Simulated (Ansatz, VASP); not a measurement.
One calculation of NbSi, two programs

```
CELL_PARAMETERS angstrom
4.40767 0.00000 0.00000
-2.20383 3.81715 0.00000
0.00000 0.00000 4.99881
ATOMIC_POSITIONS crystal
Nb 0.33333 0.66667 0.93800
Nb 0.66667 0.33333 0.43800
Si 0.33333 0.66667 0.43800
Si 0.66667 0.33333 0.93800
```

Alike in both runs: task electric field gradients; functional PBE; k mesh 10 × 10 × 6; occupations fermi-dirac, width 0.03 eV; no spin polarisation.

```csv
,VASP,Ansatz
version,VASP 6.6.1,Ansatz 0.2.0
potentials or method,"VASP PAW PBE potentials, release 64 (Nb_sv, Si)","PAW with Ansatz's default frozen-core files, scalar-relativistic"
plane-wave cutoff (eV),520,420
valence electrons in the cell,34,34
```

|  | VASP | Ansatz | Ansatz less VASP |
| --- | --- | --- | --- |
| pressure (GPa) | -0.1 | 0.0 | +0.14 |
| size of Vzz on the site where it differs most (V/Å²) | 108.6 | 112.7 | +4.08 |

Ansatz's warnings: structure snapped to symmetry.
